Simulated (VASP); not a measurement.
# BaS (I4/mmm) in VASP: a series of runs

BaS is run at these levels: PBE; tasks: single point.

Everything below comes from runs of VASP 6.6.1. Logs are shortened: lines on timing, memory, paths and dates and some standing lists are left out, and cuts for length are marked.

## (1) The cell of the first run

It takes space group I4/mmm (No. 139, tetragonal). Conventional cell: a = 4.471 Å, b = 4.471 Å, c = 6.388 Å, α = 90.00°, β = 90.00°, γ = 90.00°. Ba (site symmetry 4/mmm) has 6 S at 3.16 to 3.19 Å within 4.2 Å. Within 4.2 Å of S (site symmetry 4/mmm) lie 6 Ba at 3.16 to 3.19 Å.

## (2) Single point, PBE (equal xx and yy strain of -1 %)

INCAR reads:

```
PREC     = Accurate       # precision mode
ENCUT    = 520            # plane-wave cutoff, eV
EDIFF    = 1E-6           # SCF threshold, eV
ISMEAR   = -1             # smearing method
SIGMA    = 0.02           # smearing width, eV
LREAL    = F              # projectors in reciprocal space
LASPH    = T              # aspherical terms in the spheres
NELM     = 80             # most SCF steps
ALGO     = Normal         # electronic algorithm
ISIF     = 2              # what is computed and relaxed
LWAVE    = F              # write WAVECAR
LCHARG   = T              # write CHGCAR
GGA      = PE             # functional
LELF     = T              # ELF
LVHAR    = T            
NBANDS   = 15             # bands
```

KPOINTS reads:

```
regular mesh
0
Gamma
  8 8 8
```

POSCAR reads:

```
BaS
1.0
    0.0000000000      3.1618125000      3.1937500000
    3.1618125000      0.0000000000      3.1937500000
    3.1618125000      3.1618125000      0.0000000000
Ba S
1 1
Direct
    0.0000000000      0.0000000000      0.0000000000
    0.5000000000      0.5000000000      0.5000000000
```

Potentials or basis: VASP PAW PBE potentials, release 64 (Ba_sv, S).

Run with:

```console
cat potpaw_PBE.64/Ba_sv/POTCAR potpaw_PBE.64/S/POTCAR > POTCAR
mpirun -np 1 vasp_std > vasp.out
```

OUTCAR:

```text
PREC = Accurate
   ENCUT = 520
   EDIFF = 1E-6
   ISMEAR = -1
   LREAL = F
   LASPH = T
   NELM = 80
   ISIF = 2
   GGA = PE

 ion  position               nearest neighbor table
   1  0.000  0.000  0.000-   2 3.16   2 3.16   2 3.16   2 3.16   2 3.19   2 3.19
   2  0.500  0.500  0.500-   1 3.16   1 3.16   1 3.16   1 3.16   1 3.19   1 3.19

  LATTYP: Found a body centered tetragonal cell.
 ALAT       =     4.4714781192
 C/A-ratio  =     1.4284985479

  Lattice vectors:

 A1 = (  -3.1618125000,   0.0000000000,   3.1937500000)
 A2 = (   3.1618125000,   0.0000000000,   3.1937500000)
 A3 = (   0.0000000000,   3.1618125000,  -3.1937500000)

Analysis of symmetry for initial positions (statically):
=====================================================================
 Subroutine PRICEL returns:
 Original cell was already a primitive cell.

 Routine SETGRP: Setting up the symmetry group for a
 body centered tetragonal supercell.

 Subroutine GETGRP returns: Found 16 space group operations
 (whereof 16 operations were pure point group operations)
 out of a pool of 16 trial point group operations.

The static configuration has the point symmetry D_4h.

Analysis of symmetry for dynamics (positions and initial velocities):
=====================================================================
 Subroutine PRICEL returns:
 Original cell was already a primitive cell.

 Routine SETGRP: Setting up the symmetry group for a
 body centered tetragonal supercell.

 Subroutine GETGRP returns: Found 16 space group operations
 (whereof 16 operations were pure point group operations)
 out of a pool of 16 trial point group operations.

The dynamic configuration has the point symmetry D_4h.

 Subroutine INISYM returns: Found 16 space group operations
 (whereof 16 operations are pure point group operations),
 and found     1 'primitive' translations

----------------------------------------------------------------------------------------

                                     Primitive cell

  volume of cell :      63.8562

  direct lattice vectors                    reciprocal lattice vectors
     0.000000000  3.161812500  3.193750000    -0.158137144  0.158137144  0.156555773
     3.161812500  0.000000000  3.193750000     0.158137144 -0.158137144  0.156555773
     3.161812500  3.161812500  0.000000000     0.158137144  0.158137144 -0.156555773

  length of vectors
     4.494118083  4.494118083  4.471478119     0.272991617  0.272991617  0.272991617

  position of ions in fractional coordinates (direct lattice)
[... 84 lines left out ...]
   NFREE  =      0    steps in history (QN), initial steepest desc. (CG)
   ISIF   =      2    stress and relaxation
   ISYM   =      2    0-nonsym 1-usesym 2-fastsym
   POTIM  = 0.5000    time-step for ionic-motion
   TEBEG  =    0.0;   TEEND  =   0.0 temperature during run
   PSTRESS=    0.0 pullay stress
   NELECT =      16.0000    total number of electrons
   NUPDOWN=      -1.0000    fix difference up-down
   EMIN   =  10.00;   EMAX   =-10.00  energy-range for DOS
   EFERMI =   0.00;   METHOD = LEGACY
   ISMEAR =    -1;   SIGMA  =   0.02  broadening in eV -4-tet -1-fermi 0-gaus
   EFERMI_NEDOS =   21; number of points for ismear=-14 and -15
   IALGO  =     38    algorithm
   IMIX   =      4    mixing-type and parameters
     AMIX     =   0.40;   BMIX     =  1.00
     AMIX_MAG =   1.60;   BMIX_MAG =  1.00
  volume/ion in A,a.u.               =      31.93       215.46
  Fermi-wavevector in a.u.,A,eV,Ry     =   1.032081  1.950350 14.492806  1.065191
  Thomas-Fermi vector in A             =   2.166261
   LORBIT       =      0    0 simple, 1 ext, 2 COOP (PROOUT), +10 PAW based schemes
   GGA     = PE    functional components
   LHFCALC =     F    Hartree Fock is set to
   AEXX    =    0.0000 exact exchange contribution
   IVDW    =     0    specifies the selected vdW correction
   LEPSILON=     F    determine dielectric tensor
   LRPA    =     F    only Hartree local field effects (RPA)
 non-spin polarized calculation
  energy-cutoff  :      520.00
  volume of cell :       63.86
 maximum number of plane-waves:      1743
 NGX is ok and might be reduce to    36
   NGX = 17   NGY = 17   NGZ = 17

 number of electron      16.0000000 magnetization

 Free energy of the ion-electron system (eV)
  ---------------------------------------------------
  ext. energy  EPLUGINS =         0.00000000
  ---------------------------------------------------
  free energy    TOTEN  =       -10.16774971 eV

  energy without entropy =      -10.16774971  energy(sigma->0) =      -10.16774971

 E-fermi :   2.0465     XC(G=0):  -8.7096

 val. band max:        1.5716619674   @ k =   0.0000   0.0000   0.0000
 cond. band min:       3.6294164130   @ k =   0.5000   0.0000   0.5000
 fundamental gap:      2.0577544456
 Fermi energy:         2.0465431628

 k-point     1 :       0.0000    0.0000    0.0000
  band No.  band energies     occupation
      1     -24.4518      2.00000
      2      -9.5054      2.00000
      3      -9.5054      2.00000
      4      -9.5044      2.00000
      5      -8.8323      2.00000
      6       1.5365      2.00000
      7       1.5717      2.00000
      8       1.5717      2.00000
      9       5.2532      0.00000
     10       5.3821      0.00000
     11       5.4542      0.00000
     12       5.4542      0.00000
     13       6.3538      0.00000
     14       6.4067      0.00000
[... 401 lines left out ...]
      2     -10.4918      2.00000
      3      -9.5795      2.00000
      4      -9.5697      2.00000
      5      -7.8023      2.00000
      6       0.0057      2.00000
      7       0.7009      2.00000
      8       0.8559      2.00000
      9       5.4073      0.00000
     10       7.3609      0.00000
     11       7.4921      0.00000
     12       7.5981      0.00000
     13       8.3101      0.00000
     14       9.8258      0.00000
     15      11.9134      0.00000

 [... further k-points ...]
[... 5 lines left out ...]
  --------------------------------------------------------------------------------------
  -------------------------------------------------------------------------------------
  Total        1.1003737      1.1003737      0.7176153      0.0000000      0.0000000     -0.0000000
  in kB       27.6088066     27.6088066     18.0052490      0.0000000      0.0000000     -0.0000000
  external PRESSURE =      24.4076207 kB  Pullay stress =       0.0000000 kB

 VOLUME and BASIS-vectors are now :
 -----------------------------------------------------------------------------
  energy-cutoff  :      520.00
  volume of cell :       63.86
      direct lattice vectors                 reciprocal lattice vectors
     0.000000000  3.161812500  3.193750000    -0.158137144  0.158137144  0.156555773
     3.161812500  0.000000000  3.193750000     0.158137144 -0.158137144  0.156555773
     3.161812500  3.161812500  0.000000000     0.158137144  0.158137144 -0.156555773

 POSITION                                       TOTAL-FORCE (eV/Angst)
 -----------------------------------------------------------------------------------
      0.00000      0.00000      0.00000        -0.000000      0.000000     -0.000000
      3.16181      3.16181      3.19375         0.000000     -0.000000      0.000000
 -----------------------------------------------------------------------------------
    total drift:                                0.000000      0.000000      0.000000

  FREE ENERGIE OF THE ION-ELECTRON SYSTEM (eV)
  ---------------------------------------------------
  free  energy   TOTEN  =       -10.1677497149 eV

  energy  without entropy=      -10.1677497149  energy(sigma->0) =      -10.16774971
```

OSZICAR:

```text
N       E                     dE             d eps       ncg     rms          rms(c)
DAV:   1     0.824426776723E+02    0.82443E+02   -0.68219E+03  1770   0.930E+02
DAV:   2    -0.571377126678E+01   -0.88156E+02   -0.78891E+02  2420   0.169E+02
DAV:   3    -0.105528517499E+02   -0.48391E+01   -0.47949E+01  2405   0.413E+01
DAV:   4    -0.106406025935E+02   -0.87751E-01   -0.87719E-01  2300   0.576E+00
DAV:   5    -0.106431334041E+02   -0.25308E-02   -0.25307E-02  2383   0.809E-01    0.495E+00
DAV:   6    -0.101518185063E+02    0.49131E+00   -0.66510E-01  2064   0.493E+00    0.341E+00
DAV:   7    -0.101530594449E+02   -0.12409E-02   -0.18483E-01  2296   0.243E+00    0.214E+00
DAV:   8    -0.101666173633E+02   -0.13558E-01   -0.24527E-02  1987   0.114E+00    0.207E-01
DAV:   9    -0.101668582180E+02   -0.24085E-03   -0.32288E-03  2295   0.411E-01    0.135E-01
DAV:  10    -0.101676731549E+02   -0.81494E-03   -0.94896E-04  1875   0.211E-01    0.361E-02
DAV:  11    -0.101677472117E+02   -0.74057E-04   -0.10368E-04  2302   0.624E-02    0.105E-02
DAV:  12    -0.101677497363E+02   -0.25246E-05   -0.52700E-06  1952   0.151E-02    0.462E-03
DAV:  13    -0.101677497149E+02    0.21458E-07   -0.25539E-07  1879   0.305E-03
   1 F= -.10167750E+02 E0= -.10167750E+02  d E =-.227479E-12
```

stdout:

```text
POSCAR found type information on POSCAR BaS
 POSCAR found :  2 types and       2 ions
 scaLAPACK will be used
 LDA part: xc-table for (Slater+PW92), standard interpolation
 POSCAR, INCAR and KPOINTS ok, starting setup
 FFT: planning ... GRIDC
 FFT: planning ... GRID_SOFT
 FFT: planning ... GRID
 WAVECAR not read
 entering main loop
```

It took 80 s on 1 thread of Intel Xeon Platinum 8175M at 2.50GHz (Skylake/Cascade Lake), shared host; peak memory 0.23 GiB.

What came out:

- Free energy: -10.1677 eV
- Pressure: 2.4 GPa
- Band gap on the k mesh: 2.06 eV (least direct gap 2.18 eV)

Levels at points of the mesh, in eV from the valence-band top:
| k point | band 6 | band 7 | band 8 | band 9 | band 10 | band 11 |
| --- | --- | --- | --- | --- | --- | --- |
| (0.00, 0.00, 0.00) | -0.04 | 0.00 | 0.00 | 3.68 | 3.81 | 3.88 |
| (0.50, 0.00, 0.00) | -1.99 | -1.14 | -1.14 | 5.60 | 5.74 | 6.36 |
| (0.50, 0.50, 0.00) | -0.55 | -0.12 | -0.12 | 2.06 | 5.96 | 6.14 |
| (0.50, 0.00, 0.50) | -0.49 | -0.16 | -0.12 | 2.06 | 5.96 | 6.16 |

Caveat: the cell differs from its parent crystal (equal xx and yy strain of -1 %); spin-orbit coupling is left out, which moves the levels of the heavy elements.

## (3) Single point, PBE (zz strain of +1 %)

INCAR reads:

```
SYSTEM = BaS
ALGO = Normal
EDIFF = 1E-6
ENCUT = 520
GGA = PE
ISIF = 2
ISMEAR = -1
LASPH = .True.
LCHARG = .False.
LREAL = .False.
LWAVE = .False.
NBANDS = 15
NELM = 100
PREC = Accurate
SIGMA = 0.02
```

KPOINTS reads:

```
k-points
0
Gamma
  8 8 8
  0 0 0
```

POSCAR reads:

```
BaS
1.0
    0.0000000000      3.1937500000      3.2256875000
    3.1937500000      0.0000000000      3.2256875000
    3.1937500000      3.1937500000      0.0000000000
Ba S
1 1
Direct
    0.0000000000      0.0000000000      0.0000000000
    0.5000000000      0.5000000000      0.5000000000
```

Potentials or basis: VASP PAW PBE potentials, release 64 (Ba_sv, S).

Run with:

```console
cat potpaw_PBE.64/Ba_sv/POTCAR potpaw_PBE.64/S/POTCAR > POTCAR
mpirun -np 1 vasp_std > vasp.out
```

OUTCAR:

```text
SYSTEM = BaS
   EDIFF = 1E-6
   ENCUT = 520
   GGA = PE
   ISIF = 2
   ISMEAR = -1
   LASPH = .True.
   LREAL = .False.
   NELM = 100
   PREC = Accurate

 ion  position               nearest neighbor table
   1  0.000  0.000  0.000-   2 3.19   2 3.19   2 3.19   2 3.19   2 3.23   2 3.23
   2  0.500  0.500  0.500-   1 3.19   1 3.19   1 3.19   1 3.19   1 3.23   1 3.23

  LATTYP: Found a body centered tetragonal cell.
 ALAT       =     4.5166445648
 C/A-ratio  =     1.4283556980

  Lattice vectors:

 A1 = (  -3.1937500000,   0.0000000000,   3.2256875000)
[... 610 lines left out ...]
     11       7.1797      0.00000
     12       7.3507      0.00000
     13       8.0323      0.00000
     14       9.4914      0.00000
     15      11.5259      0.00000

 [... further k-points ...]
[... 5 lines left out ...]
  --------------------------------------------------------------------------------------
  -------------------------------------------------------------------------------------
  Total        0.5115620      0.5115620      0.1767258      0.0000000      0.0000000      0.0000000
  in kB       12.4553147     12.4553147      4.3028514      0.0000000      0.0000000      0.0000000
  external PRESSURE =       9.7378269 kB  Pullay stress =       0.0000000 kB

 VOLUME and BASIS-vectors are now :
 -----------------------------------------------------------------------------
  energy-cutoff  :      520.00
  volume of cell :       65.80
      direct lattice vectors                 reciprocal lattice vectors
     0.000000000  3.193750000  3.225687500    -0.156555773  0.156555773  0.155005716
     3.193750000  0.000000000  3.225687500     0.156555773 -0.156555773  0.155005716
     3.193750000  3.193750000  0.000000000     0.156555773  0.156555773 -0.155005716

 POSITION                                       TOTAL-FORCE (eV/Angst)
 -----------------------------------------------------------------------------------
      0.00000      0.00000      0.00000         0.000000     -0.000000      0.000000
      3.19375      3.19375      3.22569        -0.000000      0.000000      0.000000
 -----------------------------------------------------------------------------------
    total drift:                                0.000000      0.000000      0.000000

  FREE ENERGIE OF THE ION-ELECTRON SYSTEM (eV)
  ---------------------------------------------------
  free  energy   TOTEN  =       -10.1885830171 eV

  energy  without entropy=      -10.1885830171  energy(sigma->0) =      -10.18858302
```

stdout:

```text
POSCAR found type information on POSCAR BaS
 POSCAR found :  2 types and       2 ions
 scaLAPACK will be used
 LDA part: xc-table for (Slater+PW92), standard interpolation
 POSCAR, INCAR and KPOINTS ok, starting setup
 FFT: planning ... GRIDC
 FFT: planning ... GRID_SOFT
 FFT: planning ... GRID
 WAVECAR not read
 entering main loop
```

Run time: 70 s. Hardware: 1 thread of Intel Xeon Platinum 8175M at 2.50GHz (Skylake/Cascade Lake), shared host; peak memory 0.24 GiB.

What came out:

| Quantity | Value |
| --- | --- |
| Free energy | -10.1886 eV |
| Pressure | 1.0 GPa |
| Band gap on the k mesh | 2.11 eV (least direct gap 2.25 eV) |

Caveat: the cell differs from its parent crystal (zz strain of +1 %); spin-orbit coupling is left out, which moves the levels of the heavy elements. A k mesh can miss the band edges.

## (4) Single point, PBE (zz strain of +3 %)

INCAR reads:

```
SYSTEM = BaS
PREC = Accurate
ENCUT = 520
EDIFF = 1E-6
ISMEAR = -1
SIGMA = 0.02
LREAL = .FALSE.
LASPH = .TRUE.
NELM = 100
ALGO = Normal
ISIF = 2
LWAVE = .FALSE.
LCHARG = .FALSE.
GGA = PE
NBANDS = 15
```

KPOINTS reads:

```
regular mesh
0
G
  8 8 8
  0 0 0
```

POSCAR reads:

```
BaS
1.0
    0.0000000000      3.1937500000      3.2895625000
    3.1937500000      0.0000000000      3.2895625000
    3.1937500000      3.1937500000      0.0000000000
Ba S
1 1
Direct
    0.0000000000      0.0000000000      0.0000000000
    0.5000000000      0.5000000000      0.5000000000
```

Run with:

```console
cat potpaw_PBE.64/Ba_sv/POTCAR potpaw_PBE.64/S/POTCAR > POTCAR
mpirun -np 1 vasp_std > vasp.out
```

It took 71 s on 1 thread of Intel Xeon Platinum 8175M at 2.50GHz (Skylake/Cascade Lake), shared host; peak memory 0.23 GiB.

It converged, with:

| Item | Value |
| --- | --- |
| Free energy | -10.1853 eV |
| Pressure | 0.2 GPa |
| Band gap on the k mesh | 2.12 eV (least direct gap 2.27 eV) |

Stress tensor (GPa, compression positive):
```
 0.90  0.00  0.00
 0.00  0.90  0.00
 0.00  0.00 -1.21
```

Levels at points of the mesh, in eV from the valence-band top:
```
           k point  band 5  band 6  band 7  band 8  band 9  band 10  band 11  band 12
(0.00, 0.00, 0.00)  -10.35   -0.08    0.00    0.00    3.39     3.70     3.90     3.90
(0.50, 0.00, 0.00)   -9.22   -1.90   -1.07   -1.05    5.41     5.57     6.14     6.21
(0.50, 0.50, 0.00)  -10.25   -0.67   -0.14   -0.14    2.14     5.79     5.82     7.31
(0.50, 0.00, 0.50)  -10.25   -0.53   -0.24   -0.15    2.12     5.68     6.00     7.16
```

Caveat: the cell differs from its parent crystal (zz strain of +3 %); spin-orbit coupling is left out, which moves the levels of the heavy elements.

## (5) Single point, PBE (equal xx and yy strain of +2 %)

INCAR reads:

```
SYSTEM = BaS
  PREC = Accurate
  ENCUT = 520
  EDIFF = 1E-6
  ISMEAR = -1
  SIGMA = 0.02
  LREAL = .False.
  LASPH = .True.
  NELM = 60
  ALGO = Normal
  ISIF = 2
  LWAVE = .False.
  LCHARG = .False.
  GGA = PE
  NBANDS = 15
```

KPOINTS reads:

```
regular mesh
0
Gamma
  8 8 8
  0 0 0
```

POSCAR reads:

```
BaS
1.0
    0.0000000000      3.2576250000      3.1937500000
    3.2576250000      0.0000000000      3.1937500000
    3.2576250000      3.2576250000      0.0000000000
Ba S
1 1
Direct
    0.0000000000      0.0000000000      0.0000000000
    0.5000000000      0.5000000000      0.5000000000
```

Run with:

```console
cat potpaw_PBE.64/Ba_sv/POTCAR potpaw_PBE.64/S/POTCAR > POTCAR
mpirun -np 1 vasp_std > vasp.out
```

Wall time 73 s (1 thread of Intel Xeon Platinum 8175M at 2.50GHz (Skylake/Cascade Lake), shared host); peak memory 0.24 GiB.

It converged, with:

```yaml
Free_energy: -10.1898 eV
Pressure: -0.3 GPa
Band_gap_on_the_k_mesh: 2.12 eV (least direct gap 2.28 eV)
```

Stress tensor (GPa, compression positive):
```
-0.75  0.00  0.00
 0.00 -0.75  0.00
 0.00  0.00  0.71
```

Levels at points of the mesh, in eV from the valence-band top:
```csv
k point,band 4,band 5,band 6,band 7,band 8,band 9,band 10,band 11,band 12,band 13
"(0.00, 0.00, 0.00)",-11.30,-10.34,-0.06,-0.06,0.00,3.36,3.78,3.78,3.91,4.65
"(0.50, 0.00, 0.00)",-11.33,-9.27,-1.89,-1.06,-1.05,5.37,5.53,6.10,6.14,8.45
"(0.50, 0.50, 0.00)",-11.48,-10.24,-0.54,-0.22,-0.22,2.12,5.76,5.82,7.23,7.23
"(0.50, 0.00, 0.50)",-11.45,-10.24,-0.63,-0.21,-0.15,2.14,5.65,5.87,7.17,7.32
```

Caveat: the cell differs from its parent crystal (equal xx and yy strain of +2 %); spin-orbit coupling is left out, which moves the levels of the heavy elements.

## (6) Summary

| cell | gap on the mesh (eV) | pressure (GPa) |
| --- | --- | --- |
| a = 4.494, b = 4.494, c = 4.471 Å, angles 60.2, 60.2, 59.7°, 2 atoms | 2.06 | 2.4 |
| a = 4.539, b = 4.539, c = 4.517 Å, angles 60.2, 60.2, 59.7°, 2 atoms | 2.11 | 1.0 |
| a = 4.585, b = 4.585, c = 4.517 Å, angles 60.5, 60.5, 59.0°, 2 atoms | 2.12 | 0.2 |
| a = 4.562, b = 4.562, c = 4.607 Å, angles 59.7, 59.7, 60.7°, 2 atoms | 2.12 | -0.3 |

Alike in all rows: task single point; level PBE; potentials or basis VASP PAW PBE potentials, release 64 (Ba_sv, S); no spin polarisation; k mesh 8 × 8 × 8; cutoff (eV) 520; smearing fermi-dirac 0.02 eV.

Caveats: spin-orbit coupling is left out, which moves the levels of the heavy elements.

Absolute energies hang on the potentials; compare differences alone.
